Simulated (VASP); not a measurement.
AgI, 4 atoms in the cell. It takes space group P6_3mc (No. 186, hexagonal). The conventional cell has a = 4.686 Å, b = 4.686 Å, c = 7.661 Å, α = 90.00°, β = 90.00°, γ = 120.00°. Ag (site symmetry 3m) has 4 I at 2.87 Å within 3.8 Å. Within 3.8 Å of I (site symmetry 3m) lie 4 Ag at 2.87 Å. 

| Quantity | Value |
| --- | --- |
| Program | VASP 6.6.1 |
| Task | single point |
| Functional | PBE |
| Potentials or basis | VASP PAW PBE potentials, release 64 (Ag, I) |
| Cutoff | 500 eV |
| k mesh | 6 × 6 × 4 |
| Occupations | gaussian, width 0.02 eV |
| Spin | no spin polarisation |
| Dipole correction | no |
| Further INCAR settings | ALGO = Normal; EDIFF = 1e-06; NBANDS = 26 |

Potentials or basis: VASP PAW PBE potentials, release 64 (Ag, I).

Run with:

```console
$ cat potpaw_PBE.64/Ag/POTCAR potpaw_PBE.64/I/POTCAR > POTCAR
$ mpirun -np 1 vasp_std > vasp.out
```

Hardware: 1 thread of Intel(R) Xeon(R) 6975P-C (Granite Rapids), on a shared host.

Question: How long does it take, and how much memory?

Answer: Wall time 82 s on 1 thread of Intel(R) Xeon(R) 6975P-C (Granite Rapids), on a shared host, peak memory 0.27 GiB. Counts: scf iterations 15, k points 21.
